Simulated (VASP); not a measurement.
# MgO (Imm2) in VASP: notebook, part 2 of 2

VASP 6.6.1.

## Step 4: Single point, PBE (all O atoms moved -0.050 Å, as atom 2 along Cartesian [1 1 0])

Input file INCAR:

```
SYSTEM = MgO
ALGO     = Normal         ! electronic algorithm
EDIFF    = 1E-6           ! SCF threshold, eV
ENCUT    = 600            ! plane-wave cutoff, eV
GGA      = PE             ! functional
GGA_COMPAT= .FALSE.      
ISIF     = 2              ! what is computed and relaxed
ISMEAR   = 0              ! smearing method
LASPH    = .TRUE.         ! aspherical terms in the spheres
LCHARG   = .FALSE.        ! write CHGCAR
LREAL    = .FALSE.        ! projectors in reciprocal space
LWAVE    = .FALSE.        ! write WAVECAR
NBANDS   = 11             ! bands
NELM     = 120            ! most SCF steps
PREC     = Accurate       ! precision mode
SIGMA    = 0.05           ! smearing width, eV
```

Input file KPOINTS:

```
k-points
0
G
  10 10 10
  0 0 0
```

Input file POSCAR:

```
MgO
1.0
    0.0000000000      2.1351500000      2.1351500000
    2.1351500000      0.0000000000      2.1351500000
    2.1351500000      2.1351500000      0.0000000000
Mg O
1 1
Direct
    0.0000000000      0.0000000000      0.0000000000
    0.5000000000      0.5000000000      0.4834412856
```

Potentials or basis: VASP PAW PBE potentials, release 64 (Mg, O).

Run with:

```bash
> cat potpaw_PBE.64/Mg/POTCAR potpaw_PBE.64/O/POTCAR > POTCAR
> mpirun -np 1 vasp_std > vasp.out
```

OUTCAR:

```text
SYSTEM = MgO
   EDIFF = 1E-6
   ENCUT = 600
   GGA = PE
   ISIF = 2
   ISMEAR = 0
   LASPH = .TRUE.
   LREAL = .FALSE.
   NELM = 120
   PREC = Accurate

 ion  position               nearest neighbor table
   1  0.000  0.000  0.000-   2 2.10   2 2.10   2 2.14   2 2.14   2 2.17   2 2.17
   2  0.500  0.500  0.483-   1 2.10   1 2.10   1 2.14   1 2.14   1 2.17   1 2.17

  LATTYP: Found a face centered cubic cell.
 ALAT       =     4.2703000000

  Lattice vectors:

 A1 = (   0.0000000000,   2.1351500000,   2.1351500000)
 A2 = (   2.1351500000,   0.0000000000,   2.1351500000)
 A3 = (   2.1351500000,   2.1351500000,   0.0000000000)

Analysis of symmetry for initial positions (statically):
=====================================================================
 Subroutine PRICEL returns:
 Original cell was already a primitive cell.

 Routine SETGRP: Setting up the symmetry group for a
 face centered cubic supercell.

 Subroutine GETGRP returns: Found  4 space group operations
 (whereof  4 operations were pure point group operations)
 out of a pool of 48 trial point group operations.

The static configuration has the point symmetry C_2v.

Analysis of symmetry for dynamics (positions and initial velocities):
=====================================================================
 Subroutine PRICEL returns:
 Original cell was already a primitive cell.

 Routine SETGRP: Setting up the symmetry group for a
 face centered cubic supercell.

 Subroutine GETGRP returns: Found  4 space group operations
 (whereof  4 operations were pure point group operations)
 out of a pool of 48 trial point group operations.

The dynamic configuration has the point symmetry C_2v.

 Subroutine INISYM returns: Found  4 space group operations
 (whereof  4 operations are pure point group operations),
 and found     1 'primitive' translations

[... 120 lines left out ...]
   LHFCALC =     F    Hartree Fock is set to
   AEXX    =    0.0000 exact exchange contribution
   IVDW    =     0    specifies the selected vdW correction
   LEPSILON=     F    determine dielectric tensor
   LRPA    =     F    only Hartree local field effects (RPA)
 non-spin polarized calculation
 Gauss-broadening in eV      SIGMA  =   0.05
  energy-cutoff  :      600.00
  volume of cell :       19.47
 maximum number of plane-waves:       666
   NGX = 13   NGY = 13   NGZ = 13

 number of electron       8.0000001 magnetization

 Free energy of the ion-electron system (eV)
  ---------------------------------------------------
  ext. energy  EPLUGINS =         0.00000000
  ---------------------------------------------------
  free energy    TOTEN  =       -11.90719841 eV

  energy without entropy =      -11.90719841  energy(sigma->0) =      -11.90719841

 E-fermi :   3.1832     XC(G=0): -10.8843

 val. band max:        2.8808141181   @ k =   0.0000   0.0000   0.0000
 cond. band min:       7.2166696165   @ k =   0.0000   0.0000   0.0000
 fundamental gap:      4.3358554983
 Fermi energy:         3.1831979263

 k-point     1 :       0.0000    0.0000    0.0000
  band No.  band energies     occupation
      1     -14.1756      2.00000
      2       2.8767      2.00000
      3       2.8805      2.00000
      4       2.8808      2.00000
      5       7.2167      0.00000
      6      18.4496      0.00000
      7      18.4593      0.00000
      8      18.4641      0.00000
      9      22.2522      0.00000
     10      23.9902      0.00000
     11      23.9927      0.00000
[... 309 lines left out ...]
 k-point    24 :       0.1000    0.0000    0.4000
  band No.  band energies     occupation
      1     -13.1715      2.00000
      2      -0.8889      2.00000
      3       2.1183      2.00000
      4       2.2398      2.00000
      5      10.7844      0.00000
      6      14.6797      0.00000
      7      18.0235      0.00000
      8      19.1880      0.00000
      9      22.4911      0.00000
     10      24.8227      0.00000
     11      24.9720      0.00000

 [... further k-points ...]

------------------------ aborting loop because EDIFF is reached ----------------------------------------

  FORCE on cell =-STRESS in cart. coord.  units (eV):
  Direction    XX          YY          ZZ          XY          YZ          ZX
  --------------------------------------------------------------------------------------
  -------------------------------------------------------------------------------------
  Total       -0.2862262     -0.2862262     -0.3328400     -0.0061317      0.0000000      0.0000000
  in kB      -23.5561768    -23.5561768    -27.3924526     -0.5046305      0.0000000      0.0000000
  external PRESSURE =     -24.8349354 kB  Pullay stress =       0.0000000 kB

 VOLUME and BASIS-vectors are now :
 -----------------------------------------------------------------------------
  energy-cutoff  :      600.00
  volume of cell :       19.47
      direct lattice vectors                 reciprocal lattice vectors
     0.000000000  2.135150000  2.135150000    -0.234175585  0.234175585  0.234175585
     2.135150000  0.000000000  2.135150000     0.234175585 -0.234175585  0.234175585
     2.135150000  2.135150000  0.000000000     0.234175585  0.234175585 -0.234175585

 POSITION                                       TOTAL-FORCE (eV/Angst)
 -----------------------------------------------------------------------------------
      0.00000      0.00000      0.00000        -0.159922     -0.159922     -0.000000
      2.09979      2.09979      2.13515         0.159922      0.159922      0.000000
 -----------------------------------------------------------------------------------
    total drift:                                0.000066      0.000066     -0.000001

  FREE ENERGIE OF THE ION-ELECTRON SYSTEM (eV)
  ---------------------------------------------------
  free  energy   TOTEN  =       -11.9071984105 eV

  energy  without entropy=      -11.9071984105  energy(sigma->0) =      -11.90719841
```

It used 51 s of CPU time on 1 thread of AMD EPYC 7R13 Processor (Zen 3), with other jobs on the host.

Results:

* Free energy: -11.9072 eV
* Pressure: -2.5 GPa
* Largest force: 0.226 eV/Å
* Band gap on the k mesh: 4.34 eV, direct

Forces in eV/Å, atoms in the order of the input:
```
Mg  -0.160 -0.160  0.000
O    0.160  0.160  0.000
```

Caveat: the cell differs from its parent crystal (all O atoms moved -0.050 Å, as atom 2 along Cartesian [1 1 0]).

## Step 5: Single point, PBE (all O atoms moved +0.025 Å, as atom 2 along Cartesian [1 1 0])

Input file INCAR:

```
PREC = Accurate
ENCUT = 600
EDIFF = 1E-6
ISMEAR = 0
SIGMA = 0.05
LREAL = F
LASPH = T
NELM = 120
ALGO = Normal
ISIF = 2
LWAVE = F
LCHARG = T
GGA = PE
LELF = T
LVHAR = T
NBANDS = 11
GGA_COMPAT = F
```

Input file KPOINTS:

```
Automatic mesh
0
Gamma
  10 10 10
```

POSCAR, as its differences from that of step 4:

```diff
@@ -9,2 +9,2 @@
     0.0000000000      0.0000000000      0.0000000000
-    0.5000000000      0.5000000000      0.4834412856
+    0.5000000000      0.5000000000      0.5082793572
```

Run with:

```bash
> cat potpaw_PBE.64/Mg/POTCAR potpaw_PBE.64/O/POTCAR > POTCAR
> mpirun -np 1 vasp_std > vasp.out
```

It used 39 s of CPU time on 1 thread of AMD EPYC 7R13 Processor (Zen 3), on a shared host.

It converged, with:

* Free energy: -11.9114 eV
* Pressure: -2.7 GPa
* Largest force: 0.113 eV/Å
* Band gap on the k mesh: 4.34 eV, direct

Forces in eV/Å, atoms in the order of the input:
```
Mg   0.080  0.080  0.000
O   -0.080 -0.080  0.000
```

Stress tensor (GPa, compression positive):
```
-2.62 -0.01  0.00
-0.01 -2.62  0.00
 0.00  0.00 -2.72
```

Levels at points of the mesh, in eV from the valence-band top:
```
           k point  band 1  band 2  band 3  band 4  band 5  band 6  band 7  band 8  band 9
(0.00, 0.00, 0.00)  -17.06    0.00    0.00    0.00    4.34   15.57   15.57   15.57   19.37
(0.50, 0.00, 0.00)  -15.87   -4.44   -0.61   -0.61    7.64   12.14   15.89   15.89   20.28
(0.00, 0.00, 0.50)  -15.87   -4.44   -0.61   -0.61    7.64   12.14   15.89   15.89   20.28
(0.50, 0.50, 0.00)  -15.63   -3.92   -1.29   -1.29    9.07    9.53   12.67   18.35   18.36
(0.00, 0.50, 0.50)  -15.63   -3.92   -1.29   -1.29    9.07    9.53   12.67   18.35   18.35
```

Caveat: the cell differs from its parent crystal (all O atoms moved +0.025 Å, as atom 2 along Cartesian [1 1 0]).
